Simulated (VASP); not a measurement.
# Au (Im-3m) in VASP: a series of runs

The runs below take Au through single point, relaxation of cell and atoms, with PBEsol.

All numbers are computed with VASP 6.6.1; they aren't measurements. Logs are shortened: lines on timing, memory, paths and dates and some standing lists are left out, and cuts for length are marked.

### Step 1. The cell of the first run

The structure is cubic, space group Im-3m (No. 229). Conventional cell: a = 3.242 Å, b = 3.242 Å, c = 3.242 Å, α = 90.00°, β = 90.00°, γ = 90.00°. Au (site symmetry m-3m) has 14 Au at 2.81 to 3.24 Å within 3.7 Å.

### Step 2. Single point, PBEsol

INCAR reads:

```
ALGO = Normal ; EDIFF = 1E-6
ENCUT = 520 ; GGA = PS
ISIF = 2 ; ISMEAR = 0
LASPH = True ; LCHARG = False
LREAL = False ; LWAVE = False
NBANDS = 12 ; NELM = 100
PREC = Accurate ; SIGMA = 0.1
```

KPOINTS reads:

```
k-points
0
Gamma
  18 18 18
```

POSCAR reads:

```
Au
1.0
   -1.6210733943      1.6210733943      1.6210733943
    1.6210733943     -1.6210733943      1.6210733943
    1.6210733943      1.6210733943     -1.6210733943
Au
1
Direct
    0.0000000000      0.0000000000      0.0000000000
```

Potentials or basis: VASP PAW PBE potentials, release 64 (Au).

Command:

```console
> cat potpaw_PBE.64/Au/POTCAR > POTCAR
> mpirun -np 1 vasp_std > vasp.out
```

OUTCAR:

```text
EDIFF = 1E-6
   ENCUT = 520
   GGA = PS
   ISIF = 2
   ISMEAR = 0
   LASPH = True
   LREAL = False
   NELM = 100
   PREC = Accurate

 ion  position               nearest neighbor table
   1  0.000  0.000  0.000-

  LATTYP: Found a body centered cubic cell.
 ALAT       =     3.2421467886

  Lattice vectors:

 A1 = (  -1.6210733943,   1.6210733943,   1.6210733943)
 A2 = (   1.6210733943,  -1.6210733943,   1.6210733943)
 A3 = (   1.6210733943,   1.6210733943,  -1.6210733943)

Analysis of symmetry for initial positions (statically):
=====================================================================
 Subroutine PRICEL returns:
 Original cell was already a primitive cell.

 Routine SETGRP: Setting up the symmetry group for a
 body centered cubic supercell.

 Subroutine GETGRP returns: Found 48 space group operations
 (whereof 48 operations were pure point group operations)
 out of a pool of 48 trial point group operations.

The static configuration has the point symmetry O_h .

Analysis of symmetry for dynamics (positions and initial velocities):
=====================================================================
 Subroutine PRICEL returns:
 Original cell was already a primitive cell.

 Routine SETGRP: Setting up the symmetry group for a
 body centered cubic supercell.

 Subroutine GETGRP returns: Found 48 space group operations
 (whereof 48 operations were pure point group operations)
 out of a pool of 48 trial point group operations.

The dynamic configuration has the point symmetry O_h .

 Subroutine INISYM returns: Found 48 space group operations
 (whereof 48 operations are pure point group operations),
 and found     1 'primitive' translations

----------------------------------------------------------------------------------------

                                     Primitive cell

  volume of cell :      17.0399

  direct lattice vectors                    reciprocal lattice vectors
    -1.621073394  1.621073394  1.621073394     0.000000000  0.308437608  0.308437608
     1.621073394 -1.621073394  1.621073394     0.308437608  0.000000000  0.308437608
     1.621073394  1.621073394 -1.621073394     0.308437608  0.308437608  0.000000000

  length of vectors
     2.807781482  2.807781482  2.807781482     0.436196648  0.436196648  0.436196648

  position of ions in fractional coordinates (direct lattice)
     0.000000000  0.000000000  0.000000000

  ion indices of the primitive-cell ions
   primitive index   ion index
                 1           1

----------------------------------------------------------------------------------------

 KPOINTS: k-points

Automatic generation of k-mesh.
 Grid dimensions read from file:
 generate k-points for:   18   18   18

 Generating k-lattice:

  Cartesian coordinates                     Fractional coordinates (reciprocal lattice)
     0.000000000  0.017135423  0.017135423     0.055555556  0.000000000  0.000000000
     0.017135423  0.000000000  0.017135423     0.000000000  0.055555556  0.000000000
     0.017135423  0.017135423  0.000000000     0.000000000  0.000000000  0.055555556

  Length of vectors
     0.024233147  0.024233147  0.024233147

  Shift w.r.t. Gamma in fractional coordinates (k-lattice)
     0.000000000  0.000000000  0.000000000

 Subroutine IBZKPT returns following result:
 ===========================================

 Found    195 irreducible k-points:

 Following reciprocal coordinates:
            Coordinates               Weight
  0.000000  0.000000  0.000000      1.000000
  0.055556  0.000000  0.000000     12.000000
  0.111111  0.000000  0.000000     12.000000
  0.166667  0.000000  0.000000     12.000000
  0.222222  0.000000  0.000000     12.000000
  0.277778  0.000000  0.000000     12.000000
[... 16 lines left out ...]
  0.333333  0.111111 -0.000000     48.000000
  0.388889  0.111111  0.000000     48.000000
 [... further k-points ...]
   k-points           NKPTS =    195   k-points in BZ     NKDIM =    195   number of bands    NBANDS=     12
   number of dos      NEDOS =    301   number of ions     NIONS =      1
   total plane-waves  NPLWV =  13824
   dimension x,y,z NGX =    24 NGY =   24 NGZ =   24
   dimension x,y,z NGXF=    48 NGYF=   48 NGZF=   48
   ions per type =               1
   NGX,Y,Z   is equivalent  to a cutoff of  14.21, 14.21, 14.21 a.u.
   NGXF,Y,Z  is equivalent  to a cutoff of  28.42, 28.42, 28.42 a.u.
 SYSTEM =  unknown system
   PREC   = accura    normal or accurate (medium, high low for compatibility)
   ISTART =      0    job   : 0-new  1-cont  2-samecut
   ICHARG =      2    charge: 1-file 2-atom 10-const
   ISPIN  =      1    spin polarized calculation?
   LNONCOLLINEAR =      F non collinear calculations
   LSORBIT =      F    spin-orbit coupling
   LASPH  =      T    aspherical Exc in radial PAW
   ENCUT  =  520.0 eV  38.22 Ry    6.18 a.u.   5.22  5.22  5.22*2*pi/ulx,y,z
   NELM   =    100;   NELMIN=  2; NELMDL= -5     # of ELM steps
   EDIFF  = 0.1E-05   stopping-criterion for ELM
   LREAL  =      F    real-space projection
   EDIFFG = 0.1E-04   stopping-criterion for IOM
   NSW    =      0    number of steps for IOM
   IBRION =     -1    ionic relax: 0-MD 1-quasi-New 2-CG
   NFREE  =      0    steps in history (QN), initial steepest desc. (CG)
   ISIF   =      2    stress and relaxation
   ISYM   =      2    0-nonsym 1-usesym 2-fastsym
   POTIM  = 0.5000    time-step for ionic-motion
   TEBEG  =    0.0;   TEEND  =   0.0 temperature during run
   PSTRESS=    0.0 pullay stress
   NELECT =      11.0000    total number of electrons
   NUPDOWN=      -1.0000    fix difference up-down
   EMIN   =  10.00;   EMAX   =-10.00  energy-range for DOS
   EFERMI =   0.00;   METHOD = LEGACY
   ISMEAR =     0;   SIGMA  =   0.10  broadening in eV -4-tet -1-fermi 0-gaus
   EFERMI_NEDOS =   21; number of points for ismear=-14 and -15
   IALGO  =     38    algorithm
   IMIX   =      4    mixing-type and parameters
     AMIX     =   0.40;   BMIX     =  1.00
     AMIX_MAG =   1.60;   BMIX_MAG =  1.00
  volume/ion in A,a.u.               =      17.04       114.99
  Fermi-wavevector in a.u.,A,eV,Ry     =   1.414869  2.673716 27.236900  2.001856
  Thomas-Fermi vector in A             =   2.536367
   LORBIT       =      0    0 simple, 1 ext, 2 COOP (PROOUT), +10 PAW based schemes
   GGA     = PS    functional components
   LHFCALC =     F    Hartree Fock is set to
   AEXX    =    0.0000 exact exchange contribution
   IVDW    =     0    specifies the selected vdW correction
   LEPSILON=     F    determine dielectric tensor
   LRPA    =     F    only Hartree local field effects (RPA)
 non-spin polarized calculation
 Gauss-broadening in eV      SIGMA  =   0.10
  energy-cutoff  :      520.00
  volume of cell :       17.04
 maximum number of plane-waves:       472
 NGX is ok and might be reduce to    24
   NGX = 11   NGY = 11   NGZ = 11

 number of electron      11.0000001 magnetization

 Free energy of the ion-electron system (eV)
  ---------------------------------------------------
  ext. energy  EPLUGINS =         0.00000000
  ---------------------------------------------------
  free energy    TOTEN  =        -3.90494707 eV

  energy without entropy =       -3.90452302  energy(sigma->0) =       -3.90473505

 E-fermi :   9.3042     XC(G=0): -12.8882

 val. band max:        9.2613240932   @ k =   0.3889   0.0556   0.0556
 cond. band min:       9.3690728733   @ k =  -0.3333   0.3333   0.3333
 fundamental gap:      0.1077487801
 Fermi energy:         9.3042258552

 k-point     1 :       0.0000    0.0000    0.0000
  band No.  band energies     occupation
      1      -0.6306      2.00000
      2       4.4160      2.00000
      3       4.4160      2.00000
      4       4.4160      2.00000
      5       6.3694      2.00000
      6       6.3694      2.00000
      7      25.7802      0.00000
      8      25.7802      0.00000
      9      25.7802      0.00000
     10      33.5984      0.00000
     11      33.5984      0.00000
     12      33.5984      0.00000

 k-point     2 :       0.0556    0.0000    0.0000
  band No.  band energies     occupation
      1      -0.5163      2.00000
      2       4.3789      2.00000
      3       4.4191      2.00000
      4       4.4973      2.00000
      5       6.3239      2.00000
      6       6.3720      2.00000
      7      25.7789      0.00000
      8      25.8132      0.00000
      9      25.9282      0.00000
     10      32.1111      0.00000
     11      32.2657      0.00000
     12      33.1877      0.00000

 k-point     3 :       0.1111    0.0000    0.0000
  band No.  band energies     occupation
      1      -0.1820      2.00000
      2       4.2737      2.00000
      3       4.4243      2.00000
      4       4.7369      2.00000
      5       6.2126      2.00000
      6       6.3806      2.00000
      7      25.5731      0.00000
      8      25.8083      0.00000
      9      26.3600      0.00000
     10      30.4733      0.00000
     11      30.7689      0.00000
     12      32.0775      0.00000
[... 286 lines left out ...]
 k-point    23 :       0.3333    0.1111   -0.0000
  band No.  band energies     occupation
      1       2.2982      2.00000
      2       3.5088      2.00000
      3       5.4425      2.00000
      4       6.1868      2.00000
      5       6.7143      2.00000
      6       8.4176      2.00000
      7      15.6921      0.00000
      8      21.5471      0.00000
      9      23.3908      0.00000
     10      29.9856      0.00000
     11      32.4744      0.00000
     12      32.5526      0.00000

 k-point    24 :       0.3889    0.1111    0.0000
  band No.  band energies     occupation
      1       2.2853      2.00000
      2       3.4287      2.00000
      3       5.8827      2.00000
      4       6.2310      2.00000
      5       7.0083      2.00000
      6       9.4362      0.06199
      7      13.7693      0.00000
      8      21.0739      0.00000
      9      22.8203      0.00000
     10      30.6053      0.00000
     11      32.1773      0.00000
     12      32.6784      0.00000

 [... further k-points ...]

------------------------ aborting loop because EDIFF is reached ----------------------------------------

  FORCE on cell =-STRESS in cart. coord.  units (eV):
  Direction    XX          YY          ZZ          XY          YZ          ZX
  --------------------------------------------------------------------------------------
  -------------------------------------------------------------------------------------
  Total       -0.0322848     -0.0322848     -0.0322848      0.0000000     -0.0000000      0.0000000
  in kB       -3.0355706     -3.0355706     -3.0355706      0.0000000     -0.0000000      0.0000000
  external PRESSURE =      -3.0355706 kB  Pullay stress =       0.0000000 kB

 VOLUME and BASIS-vectors are now :
 -----------------------------------------------------------------------------
  energy-cutoff  :      520.00
  volume of cell :       17.04
      direct lattice vectors                 reciprocal lattice vectors
    -1.621073394  1.621073394  1.621073394     0.000000000  0.308437608  0.308437608
     1.621073394 -1.621073394  1.621073394     0.308437608  0.000000000  0.308437608
     1.621073394  1.621073394 -1.621073394     0.308437608  0.308437608  0.000000000

 POSITION                                       TOTAL-FORCE (eV/Angst)
 -----------------------------------------------------------------------------------
      0.00000      0.00000      0.00000         0.000000      0.000000      0.000000
 -----------------------------------------------------------------------------------
    total drift:                                0.000000      0.000000      0.000000

  FREE ENERGIE OF THE ION-ELECTRON SYSTEM (eV)
  ---------------------------------------------------
  free  energy   TOTEN  =        -3.9049470688 eV

  energy  without entropy=       -3.9045230239  energy(sigma->0) =       -3.90473505
```

It took 50 s on 1 thread of AMD EPYC 7R13, shared host; peak memory 0.14 GiB.

Results:

| Quantity | Value |
| --- | --- |
| Free energy | -3.9049 eV |
| Pressure | -0.3 GPa |

Levels at points of the mesh, in eV from the Fermi level:
```csv
k point,band 3,band 4,band 5,band 6,band 7,band 8,band 9,band 10
"(0.00, 0.00, 0.00)",-4.89,-4.89,-2.93,-2.93,16.48,16.48,16.48,24.29
"(0.50, 0.00, 0.00)",-3.08,-2.73,-1.38,-0.72,3.54,12.33,13.86,21.81
"(0.50, 0.50, 0.50)",-1.77,-1.77,-1.77,6.23,6.23,6.23,9.68,15.99
```

Caveat: the PAW data sets were made with another functional, which shifts forces and pressure a little; spin-orbit coupling is left out, which moves the levels of the heavy elements.

### Step 3. Single point, PBEsol (volume scaled by 1.03)

INCAR reads:

```
SYSTEM = Au
ALGO = Fast
EDIFF = 1E-6
ENCUT = 520
GGA = PS
ISIF = 2
ISMEAR = 0
LASPH = .TRUE.
LCHARG = .TRUE.
LELF = .TRUE.
LREAL = .FALSE.
LVHAR = .TRUE.
LWAVE = .FALSE.
NBANDS = 12
NELM = 100
PREC = Accurate
SIGMA = 0.1
```

KPOINTS reads:

```
k-points
0
G
  18 18 18
  0 0 0
```

POSCAR reads:

```
Au
1.0
   -1.6371246698      1.6371246698      1.6371246698
    1.6371246698     -1.6371246698      1.6371246698
    1.6371246698      1.6371246698     -1.6371246698
Au
1
Direct
    0.0000000000      0.0000000000      0.0000000000
```

Potentials or basis: VASP PAW PBE potentials, release 64 (Au).

Command:

```console
> cat potpaw_PBE.64/Au/POTCAR > POTCAR
> mpirun -np 1 vasp_std > vasp.out
```

Wall time 59 s (1 thread of AMD EPYC 7R13, shared host); peak memory 0.14 GiB.

It converged, with:

* Free energy: -3.8966 eV
* Pressure: -5.0 GPa

Levels at points of the mesh, in eV from the Fermi level:
```csv
k point,band 3,band 4,band 5,band 6,band 7,band 8,band 9,band 10
"(0.00, 0.00, 0.00)",-4.73,-4.73,-2.87,-2.87,16.46,16.46,16.46,23.75
"(0.50, 0.00, 0.00)",-3.02,-2.68,-1.40,-0.60,3.36,12.30,13.64,21.36
"(0.50, 0.50, 0.50)",-1.77,-1.77,-1.77,6.19,6.19,6.19,9.32,15.65
```

Caveat: the PAW data sets were made with another functional, which shifts forces and pressure a little; spin-orbit coupling is left out, which moves the levels of the heavy elements.

### Step 4. Single point, PBEsol (volume scaled by 1.06)

INCAR reads:

```
PREC = Accurate
ENCUT = 520
EDIFF = 1E-6
ISMEAR = 0
SIGMA = 0.1
LREAL = False
LASPH = True
NELM = 100
ALGO = Fast
ISIF = 2
LWAVE = False
LCHARG = False
GGA = PS
NBANDS = 12
```

KPOINTS reads:

```
regular mesh
0
Gamma
  18 18 18
```

POSCAR reads:

```
Au
1.0
   -1.6528672189      1.6528672189      1.6528672189
    1.6528672189     -1.6528672189      1.6528672189
    1.6528672189      1.6528672189     -1.6528672189
Au
1
Direct
    0.0000000000      0.0000000000      0.0000000000
```

Command:

```console
> cat potpaw_PBE.64/Au/POTCAR > POTCAR
> mpirun -np 1 vasp_std > vasp.out
```

Run time: 60 s. Hardware: 1 thread of AMD EPYC 7R13, shared host; peak memory 0.14 GiB.

The run converged. Its results:

```yaml
Free_energy: -3.8747 eV
Pressure: -8.8 GPa
```

Levels at points of the mesh, in eV from the Fermi level:
| k point | band 3 | band 4 | band 5 | band 6 | band 7 | band 8 | band 9 | band 10 |
| --- | --- | --- | --- | --- | --- | --- | --- | --- |
| (0.00, 0.00, 0.00) | -4.59 | -4.59 | -2.82 | -2.82 | 16.44 | 16.44 | 16.44 | 23.22 |
| (0.50, 0.00, 0.00) | -2.96 | -2.64 | -1.43 | -0.49 | 3.18 | 12.27 | 13.43 | 20.93 |
| (0.50, 0.50, 0.50) | -1.77 | -1.77 | -1.77 | 6.15 | 6.15 | 6.15 | 8.97 | 15.33 |

Caveat: the PAW data sets were made with another functional, which shifts forces and pressure a little; spin-orbit coupling is left out, which moves the levels of the heavy elements.

(Continued in part 2 of 2.)
